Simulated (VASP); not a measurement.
# Mg (R-3m) in VASP: notebook

Mg is run at these levels: r2SCAN; tasks: single point.

All numbers are computed with VASP 6.6.1; they aren't measurements. Logs are shortened: lines on timing, memory, paths and dates and some standing lists are left out, and cuts for length are marked.

### 1 The cell of the first run

It takes space group R-3m (No. 166, trigonal). Conventional cell: a = 7.563 Å, b = 7.563 Å, c = 22.590 Å, α = 90.00°, β = 90.00°, γ = 120.00°. Within 3.9 Å of Mg (site symmetry m) lie 6 Mg at 2.98 to 3.10 Å. Mg (site symmetry m) has 7 Mg at 3.00 to 3.10 Å within 3.9 Å.

### 2 Single point, r2SCAN

Input file POSCAR:

```
Mg
1.0
    3.7816042415      2.1833102268      7.5300230057
   -3.7816042415      2.1833102268      7.5300230057
    0.0000000000     -4.3666204536      7.5300230057
Mg
12
Direct
    0.0959217455      0.4976342930      0.0959217455
    0.0959217455      0.0959217455      0.4976342930
    0.4976342930      0.0959217455      0.0959217455
    0.9040782545      0.5023657070      0.9040782545
    0.5023657070      0.9040782545      0.9040782545
    0.9040782545      0.9040782545      0.5023657070
    0.2348405784      0.6310750067      0.2348405784
    0.2348405784      0.2348405784      0.6310750067
    0.6310750067      0.2348405784      0.2348405784
    0.7651594216      0.3689249933      0.7651594216
    0.3689249933      0.7651594216      0.7651594216
    0.7651594216      0.7651594216      0.3689249933
```

Input file INCAR.step1:

```
PREC = Accurate
ENCUT = 520
ISMEAR = 0
SIGMA = 0.1
LREAL = False
LASPH = True
NELM = 100
NBANDS = 24
GGA = PE
ALGO = Normal
EDIFF = 1E-4
LWAVE = True
LCHARG = False
```

Input file INCAR.step2:

```
PREC = Accurate
ENCUT = 520
EDIFF = 1E-6
ISMEAR = 0
SIGMA = 0.1
LREAL = False
LASPH = True
NELM = 100
ALGO = Normal
ISIF = 2
LWAVE = False
LCHARG = False
METAGGA = R2SCAN
LMIXTAU = True
NBANDS = 24
ISTART = 1
```

Input file KPOINTS:

```
regular mesh
0
Gamma
  3 3 3
```

Potentials or basis: VASP PAW PBE potentials, release 64 (Mg).

Command:

```
cat potpaw_PBE.64/Mg/POTCAR > POTCAR
cp INCAR.step1 INCAR
mpirun -np 1 vasp_std > vasp.out
cp INCAR.step2 INCAR
mpirun -np 1 vasp_std > vasp.out
```

OUTCAR:

```text
PREC = Accurate
   ENCUT = 520
   EDIFF = 1E-6
   ISMEAR = 0
   LREAL = False
   LASPH = True
   NELM = 100
   ISIF = 2
   METAGGA = R2SCAN
   ISTART = 1

 ion  position               nearest neighbor table
   1  0.096  0.498  0.096-   4 2.98   3 3.04   2 3.04  12 3.06  11 3.06   7 3.10
   2  0.096  0.096  0.498-   6 2.98   3 3.04   1 3.04  10 3.06  11 3.06   8 3.10
   3  0.498  0.096  0.096-   5 2.98   1 3.04   2 3.04  12 3.06  10 3.06   9 3.10
   4  0.904  0.502  0.904-   1 2.98   5 3.04   6 3.04   8 3.06   9 3.06  10 3.10
   5  0.502  0.904  0.904-   3 2.98   4 3.04   6 3.04   8 3.06   7 3.06  11 3.10
   6  0.904  0.904  0.502-   2 2.98   4 3.04   5 3.04   7 3.06   9 3.06  12 3.10
   7  0.235  0.631  0.235-   9 3.00   8 3.00  12 3.04  11 3.04   6 3.06   5 3.06   1 3.10
   8  0.235  0.235  0.631-   7 3.00   9 3.00  10 3.04  11 3.04   4 3.06   5 3.06   2 3.10
   9  0.631  0.235  0.235-   7 3.00   8 3.00  12 3.04  10 3.04   6 3.06   4 3.06   3 3.10
  10  0.765  0.369  0.765-  11 3.00  12 3.00   8 3.04   9 3.04   2 3.06   3 3.06   4 3.10
  11  0.369  0.765  0.765-  10 3.00  12 3.00   8 3.04   7 3.04   2 3.06   1 3.06   5 3.10
  12  0.765  0.765  0.369-  10 3.00  11 3.00   7 3.04   9 3.04   1 3.06   3 3.06   6 3.10

  LATTYP: Found a trigonal (rhomboedric) cell.
 ALAT       =     8.7045172555
 COS(alpha) =     0.6225210248

  Lattice vectors:

 A1 = (   3.7816042415,   2.1833102268,   7.5300230057)
 A2 = (  -3.7816042415,   2.1833102268,   7.5300230057)
 A3 = (   0.0000000000,  -4.3666204536,   7.5300230057)

Analysis of symmetry for initial positions (statically):
=====================================================================
 Subroutine PRICEL returns:
 Original cell was already a primitive cell.

 Routine SETGRP: Setting up the symmetry group for a
 trigonal (rhombohedral) supercell.

 Subroutine GETGRP returns: Found 12 space group operations
 (whereof 12 operations were pure point group operations)
 out of a pool of 12 trial point group operations.

The static configuration has the point symmetry D_3d.

Analysis of symmetry for dynamics (positions and initial velocities):
=====================================================================
 Subroutine PRICEL returns:
 Original cell was already a primitive cell.

 Routine SETGRP: Setting up the symmetry group for a
 trigonal (rhombohedral) supercell.

 Subroutine GETGRP returns: Found 12 space group operations
 (whereof 12 operations were pure point group operations)
 out of a pool of 12 trial point group operations.

The dynamic configuration has the point symmetry D_3d.

 Subroutine INISYM returns: Found 12 space group operations
 (whereof 12 operations are pure point group operations),
 and found     1 'primitive' translations

----------------------------------------------------------------------------------------

                                     Primitive cell

  volume of cell :     373.0260

  direct lattice vectors                    reciprocal lattice vectors
     3.781604242  2.183310227  7.530023006     0.132219018  0.076336686  0.044267240
    -3.781604242  2.183310227  7.530023006    -0.132219018  0.076336686  0.044267240
     0.000000000 -4.366620454  7.530023006     0.000000000 -0.152673371  0.044267240

  length of vectors
     8.704517256  8.704517256  8.704517256     0.158961463  0.158961463  0.158961463

  position of ions in fractional coordinates (direct lattice)
     0.095921746  0.497634293  0.095921746
     0.095921746  0.095921746  0.497634293
     0.497634293  0.095921746  0.095921746
     0.904078254  0.502365707  0.904078255
     0.502365707  0.904078254  0.904078255
     0.904078254  0.904078254  0.502365707
     0.234840578  0.631075007  0.234840578
     0.234840578  0.234840578  0.631075007
     0.631075007  0.234840578  0.234840578
     0.765159422  0.368924993  0.765159422
     0.368924993  0.765159422  0.765159422
     0.765159422  0.765159422  0.368924993

  ion indices of the primitive-cell ions
   primitive index   ion index
                 1           1
                 2           2
                 3           3
                 4           4
                 5           5
                 6           6
                 7           7
                 8           8
                 9           9
                10          10
                11          11
                12          12

----------------------------------------------------------------------------------------

 KPOINTS: regular mesh

Automatic generation of k-mesh.
 Grid dimensions read from file:
 generate k-points for:    3    3    3

 Generating k-lattice:

  Cartesian coordinates                     Fractional coordinates (reciprocal lattice)
     0.044073006  0.025445562  0.014755747     0.333333333  0.000000000  0.000000000
    -0.044073006  0.025445562  0.014755747     0.000000000  0.333333333  0.000000000
[... 39 lines left out ...]
   EDIFF  = 0.1E-05   stopping-criterion for ELM
   LREAL  =      F    real-space projection
   EDIFFG = 0.1E-04   stopping-criterion for IOM
   NSW    =      0    number of steps for IOM
   IBRION =     -1    ionic relax: 0-MD 1-quasi-New 2-CG
   NFREE  =      0    steps in history (QN), initial steepest desc. (CG)
   ISIF   =      2    stress and relaxation
   ISYM   =      2    0-nonsym 1-usesym 2-fastsym
   POTIM  = 0.5000    time-step for ionic-motion
   TEBEG  =    0.0;   TEEND  =   0.0 temperature during run
   PSTRESS=    0.0 pullay stress
   NELECT =      24.0000    total number of electrons
   NUPDOWN=      -1.0000    fix difference up-down
   EMIN   =  10.00;   EMAX   =-10.00  energy-range for DOS
   EFERMI =   0.00;   METHOD = LEGACY
   ISMEAR =     0;   SIGMA  =   0.10  broadening in eV -4-tet -1-fermi 0-gaus
   EFERMI_NEDOS =   21; number of points for ismear=-14 and -15
   IALGO  =     38    algorithm
   IMIX   =      4    mixing-type and parameters
     AMIX     =   0.40;   BMIX     =  1.00
     AMIX_MAG =   1.60;   BMIX_MAG =  1.00
  volume/ion in A,a.u.               =      31.09       209.78
  Fermi-wavevector in a.u.,A,eV,Ry     =   0.655993  1.239646  5.854943  0.430326
  Thomas-Fermi vector in A             =   1.727044
   LORBIT       =      0    0 simple, 1 ext, 2 COOP (PROOUT), +10 PAW based schemes
   METAGGA = R2SCAN    functional components
   LHFCALC =     F    Hartree Fock is set to
   AEXX    =    0.0000 exact exchange contribution
   IVDW    =     0    specifies the selected vdW correction
   LEPSILON=     F    determine dielectric tensor
   LRPA    =     F    only Hartree local field effects (RPA)
 non-spin polarized calculation
 Gauss-broadening in eV      SIGMA  =   0.10
  energy-cutoff  :      520.00
  volume of cell :      373.03
 maximum number of plane-waves:     10067
 NGX is ok and might be reduce to    70
   NGX = 33   NGY = 33   NGZ = 33

 number of electron      24.0000000 magnetization

 Free energy of the ion-electron system (eV)
  ---------------------------------------------------
  ext. energy  EPLUGINS =         0.00000000
  ---------------------------------------------------
  free energy    TOTEN  =       -44.03975349 eV

  energy without entropy =      -44.00155131  energy(sigma->0) =      -44.02065240

 E-fermi :   1.0001     XC(G=0):  -7.8424

 val. band max:        0.9182323266   @ k =   0.3333   0.3333  -0.0000
 cond. band min:       1.0088689981   @ k =   0.3333   0.3333   0.3333
 fundamental gap:      0.0906366715
 Fermi energy:         1.0000825924

 k-point     1 :       0.0000    0.0000    0.0000
  band No.  band energies     occupation
      1      -5.2959      2.00000
      2      -2.6249      2.00000
      3      -2.1090      2.00000
      4      -1.7097      2.00000
      5      -1.7097      2.00000
      6      -1.5238      2.00000
[... 16 lines left out ...]
     23       5.5567      0.00000
     24       5.7378      0.00000
[... 112 lines left out ...]
      2      -3.7838      2.00000
      3      -3.2958      2.00000
      4      -2.4916      2.00000
      5      -2.1613      2.00000
      6      -1.2437      2.00000
[... 16 lines left out ...]
     23       3.7352      0.00000
     24       4.4856      0.00000

------------------------ aborting loop because EDIFF is reached ----------------------------------------

  FORCE on cell =-STRESS in cart. coord.  units (eV):
  Direction    XX          YY          ZZ          XY          YZ          ZX
  --------------------------------------------------------------------------------------
  -------------------------------------------------------------------------------------
  Total       -0.2990024     -0.2990024     -0.2445331      0.0000000     -0.0000000      0.0000000
  in kB       -1.2842401     -1.2842401     -1.0502898      0.0000000     -0.0000000      0.0000000
  external PRESSURE =      -1.2062567 kB  Pullay stress =       0.0000000 kB

 VOLUME and BASIS-vectors are now :
 -----------------------------------------------------------------------------
  energy-cutoff  :      520.00
  volume of cell :      373.03
      direct lattice vectors                 reciprocal lattice vectors
     3.781604242  2.183310227  7.530023006     0.132219018  0.076336686  0.044267240
    -3.781604242  2.183310227  7.530023006    -0.132219018  0.076336686  0.044267240
     0.000000000 -4.366620454  7.530023006     0.000000000 -0.152673371  0.044267240

 POSITION                                       TOTAL-FORCE (eV/Angst)
 -----------------------------------------------------------------------------------
     -1.51912      0.87706      5.19178         0.005013     -0.002894      0.009098
      0.00000     -1.75413      5.19178         0.000000      0.005788      0.009098
      1.51912      0.87706      5.19178        -0.005013     -0.002894      0.009098
      1.51912     -0.87706     17.39829        -0.005013      0.002894     -0.009098
     -1.51912     -0.87706     17.39829         0.005013      0.002894     -0.009098
      0.00000      1.75413     17.39829         0.000000     -0.005788     -0.009098
     -1.49840      0.86510      8.28872         0.003200     -0.001847     -0.006108
      0.00000     -1.73021      8.28872         0.000000      0.003695     -0.006108
      1.49840      0.86510      8.28872        -0.003200     -0.001847     -0.006108
      1.49840     -0.86510     14.30135        -0.003200      0.001847      0.006108
     -1.49840     -0.86510     14.30135         0.003200      0.001847      0.006108
      0.00000      1.73021     14.30135         0.000000     -0.003695      0.006108
 -----------------------------------------------------------------------------------
    total drift:                                0.000000      0.000000      0.000000

  FREE ENERGIE OF THE ION-ELECTRON SYSTEM (eV)
  ---------------------------------------------------
  free  energy   TOTEN  =       -44.0397534890 eV

  energy  without entropy=      -44.0015513057  energy(sigma->0) =      -44.02065240
```

Wall time 5.2 min (1 thread of Intel Xeon Platinum 8488C (Sapphire Rapids), shared host); peak memory 0.73 GiB.

What came out:

```yaml
Free_energy: -44.0398 eV
Pressure: -0.1 GPa
Largest_force: 0.011 eV/Å
Band_gap_on_the_k_mesh: zero (band 12 reaches 1.11 eV, above the bottom of band 13 at 0.19 eV)
```

Forces on the atoms (eV/Å):
```
Mg   0.005 -0.003  0.009
Mg   0.000  0.006  0.009
Mg  -0.005 -0.003  0.009
Mg  -0.005  0.003 -0.009
Mg   0.005  0.003 -0.009
Mg   0.000 -0.006 -0.009
Mg   0.003 -0.002 -0.006
Mg   0.000  0.004 -0.006
Mg  -0.003 -0.002 -0.006
Mg  -0.003  0.002  0.006
Mg   0.003  0.002  0.006
Mg   0.000 -0.004  0.006
```

Caveat: the PAW data sets were made with another functional, which shifts forces and pressure a little.

### 3 Single point, r2SCAN

This run uses another cell than the first one, of 30.94 Å³/atom, 0.995 times its volume.

Input file POSCAR:

```
Mg
1.0
    3.7791676089      2.1819034363      7.5042925771
   -3.7791676089      2.1819034363      7.5042925771
    0.0000000000     -4.3638068726      7.5042925771
Mg
12
Direct
    0.0942939829      0.5018532339      0.0942939829
    0.0942939829      0.0942939829      0.5018532339
    0.5018532339      0.0942939829      0.0942939829
    0.9057060171      0.4981467661      0.9057060171
    0.4981467661      0.9057060171      0.9057060171
    0.9057060171      0.9057060171      0.4981467661
    0.2345079376      0.6314931174      0.2345079376
    0.2345079376      0.2345079376      0.6314931174
    0.6314931174      0.2345079376      0.2345079376
    0.7654920624      0.3685068826      0.7654920624
    0.3685068826      0.7654920624      0.7654920624
    0.7654920624      0.7654920624      0.3685068826
```

Input file INCAR.step1:

```
  PREC = Accurate
  ENCUT = 520
  ISMEAR = 0
  SIGMA = 0.1
  LREAL = F
  LASPH = T
  NELM = 100
  NBANDS = 24
  GGA = PE
  ALGO = Normal
  EDIFF = 1E-4
  LWAVE = T
  LCHARG = F
```

Input file INCAR.step2:

```
  PREC = Accurate
  ENCUT = 520
  EDIFF = 1E-6
  ISMEAR = 0
  SIGMA = 0.1
  LREAL = F
  LASPH = T
  NELM = 100
  ALGO = Normal
  ISIF = 2
  LWAVE = F
  LCHARG = T
  METAGGA = R2SCAN
  LMIXTAU = T
  LELF = T
  LVHAR = T
  NBANDS = 24
  ISTART = 1
```

Input file KPOINTS:

```
regular mesh
0
Gamma
  6 6 6
```

Potentials or basis: VASP PAW PBE potentials, release 64 (Mg).

Command:

```
cat potpaw_PBE.64/Mg/POTCAR > POTCAR
cp INCAR.step1 INCAR
mpirun -np 1 vasp_std > vasp.out
cp INCAR.step2 INCAR
mpirun -np 1 vasp_std > vasp.out
```

Wall time 31 min (1 thread of Intel Xeon Platinum 8488C (Sapphire Rapids), shared host); peak memory 0.85 GiB.

The run converged. Its results:

```
Free energy            : -43.8522 eV
Pressure               : -0.1 GPa
Largest force          : 0.008 eV/Å
Band gap on the k mesh : zero (band 12 reaches 1.39 eV, above the bottom of band 13 at 0.20 eV)
```

Forces on the atoms (eV/Å):
```
Mg   0.000  0.000  0.002
Mg   0.000 -0.001  0.002
Mg   0.000  0.000  0.002
Mg   0.000  0.000 -0.002
Mg   0.000  0.000 -0.002
Mg   0.000  0.001 -0.002
Mg   0.001 -0.001 -0.008
Mg   0.000  0.001 -0.008
Mg  -0.001 -0.001 -0.008
Mg  -0.001  0.001  0.008
Mg   0.001  0.001  0.008
Mg   0.000 -0.001  0.008
```

Levels at points of the mesh, in eV from the Fermi level:
| k point | band 9 | band 10 | band 11 | band 12 | band 13 | band 14 | band 15 | band 16 |
| --- | --- | --- | --- | --- | --- | --- | --- | --- |
| (0.00, 0.00, 0.00) | -1.34 | -1.26 | -1.26 | -0.81 | -0.81 | -0.72 | -0.09 | 1.69 |
| (0.50, 0.00, 0.00) | -1.28 | -0.50 | -0.10 | -0.07 | 0.12 | 0.62 | 1.55 | 1.64 |
| (0.50, 0.50, 0.00) | -0.49 | -0.34 | -0.29 | 0.03 | 0.05 | 0.11 | 0.30 | 0.72 |
| (0.50, 0.50, 0.50) | -0.79 | -0.69 | -0.69 | -0.34 | -0.32 | -0.32 | 0.70 | 0.79 |

Caveat: the PAW data sets were made with another functional, which shifts forces and pressure a little.

### 4 Single point, r2SCAN

This run uses another cell than the first one, of 23.84 Å³/atom, 0.767 times its volume.

Input file POSCAR:

```
Mg
1.0
    3.6449664690      2.1044223721      6.2161336964
   -3.6449664690      2.1044223721      6.2161336964
    0.0000000000     -4.2088447441      6.2161336964
Mg
12
Direct
    0.0101900000      0.6536100000      0.0101900000
    0.0101900000      0.0101900000      0.6536100000
    0.6536100000      0.0101900000      0.0101900000
    0.9898100000      0.3463900000      0.9898100000
    0.3463900000      0.9898100000      0.9898100000
    0.9898100000      0.9898100000      0.3463900000
    0.2211800000      0.6306000000      0.2211800000
    0.2211800000      0.2211800000      0.6306000000
    0.6306000000      0.2211800000      0.2211800000
    0.7788200000      0.3694000000      0.7788200000
    0.3694000000      0.7788200000      0.7788200000
    0.7788200000      0.7788200000      0.3694000000
```

Input file INCAR.step1:

```
SYSTEM = Mg
PREC     = Accurate       ! precision mode
ENCUT    = 520            ! plane-wave cutoff, eV
ISMEAR   = 0              ! smearing method
SIGMA    = 0.1            ! smearing width, eV
LREAL    = .FALSE.        ! projectors in reciprocal space
LASPH    = .TRUE.         ! aspherical terms in the spheres
NELM     = 100            ! most SCF steps
NBANDS   = 24             ! bands
GGA      = PE             ! functional
ALGO     = Normal         ! electronic algorithm
EDIFF    = 1E-4           ! SCF threshold, eV
LWAVE    = .TRUE.         ! write WAVECAR
LCHARG   = .FALSE.        ! write CHGCAR
```

Input file INCAR.step2:

```
SYSTEM = Mg
PREC     = Accurate       ! precision mode
ENCUT    = 520            ! plane-wave cutoff, eV
EDIFF    = 1E-6           ! SCF threshold, eV
ISMEAR   = 0              ! smearing method
SIGMA    = 0.1            ! smearing width, eV
LREAL    = .FALSE.        ! projectors in reciprocal space
LASPH    = .TRUE.         ! aspherical terms in the spheres
NELM     = 100            ! most SCF steps
ALGO     = Normal         ! electronic algorithm
ISIF     = 2              ! what is computed and relaxed
LWAVE    = .FALSE.        ! write WAVECAR
LCHARG   = .FALSE.        ! write CHGCAR
METAGGA  = R2SCAN         ! meta-GGA
LMIXTAU  = .TRUE.       
NBANDS   = 24             ! bands
ISTART   = 1
```

Input file KPOINTS:

```
regular mesh
0
G
  3 3 3
  0 0 0
```

Command:

```
cat potpaw_PBE.64/Mg/POTCAR > POTCAR
cp INCAR.step1 INCAR
mpirun -np 1 vasp_std > vasp.out
cp INCAR.step2 INCAR
mpirun -np 1 vasp_std > vasp.out
```

It took 3.3 min on 1 thread of Intel Xeon Platinum 8488C (Sapphire Rapids), shared host; peak memory 0.44 GiB.

The run converged. Its results:

```
Free energy            : -36.8893 eV
Pressure               : 15.5 GPa
Largest force          : 2.438 eV/Å
Band gap on the k mesh : zero (band 12 reaches 2.35 eV, above the bottom of band 13 at 1.53 eV)
```

Forces on the atoms (eV/Å):
```
Mg   0.951 -0.549 -0.397
Mg   0.000  1.098 -0.397
Mg  -0.951 -0.549 -0.397
Mg  -0.951  0.549  0.397
Mg   0.951  0.549  0.397
Mg   0.000 -1.098  0.397
Mg   2.058 -1.188  0.543
Mg   0.000  2.377  0.543
Mg  -2.058 -1.188  0.543
Mg  -2.058  1.188 -0.543
Mg   2.058  1.188 -0.543
Mg   0.000 -2.377 -0.543
```

Stress tensor (GPa, compression positive):
```
13.64  0.00  0.00
 0.00 13.64  0.00
 0.00  0.00 19.34
```

Levels at points of the mesh, in eV from the Fermi level:
| k point | band 9 | band 10 | band 11 | band 12 | band 13 | band 14 | band 15 | band 16 |
| --- | --- | --- | --- | --- | --- | --- | --- | --- |
| (0.00, 0.00, 0.00) | -2.17 | -2.17 | -1.94 | -1.40 | -0.79 | -0.79 | 1.00 | 2.05 |

Caveat: the PAW data sets were made with another functional, which shifts forces and pressure a little.

### 5 The runs side by side

```csv
cell,k mesh,gap on the mesh (eV),pressure (GPa),largest force (eV/Å)
"a = 8.705 Å, angles 51.5°, 12 atoms",3 × 3 × 3,none,-0.1,0.01
"a = 8.681 Å, angles 51.6°, 12 atoms",6 × 6 × 6,none,-0.1,0.01
"a = 7.507 Å, angles 58.1°, 12 atoms",3 × 3 × 3,none,15.5,2.44
```

Alike in all rows: task single point; level r2SCAN; potentials or basis VASP PAW PBE potentials, release 64 (Mg); no spin polarisation; cutoff (eV) 520; smearing gaussian 0.1 eV.

Caveats: the PAW data sets were made with another functional, which shifts forces and pressure a little.

Total energies depend on the potentials used, so only differences within one code and one set of settings carry meaning.
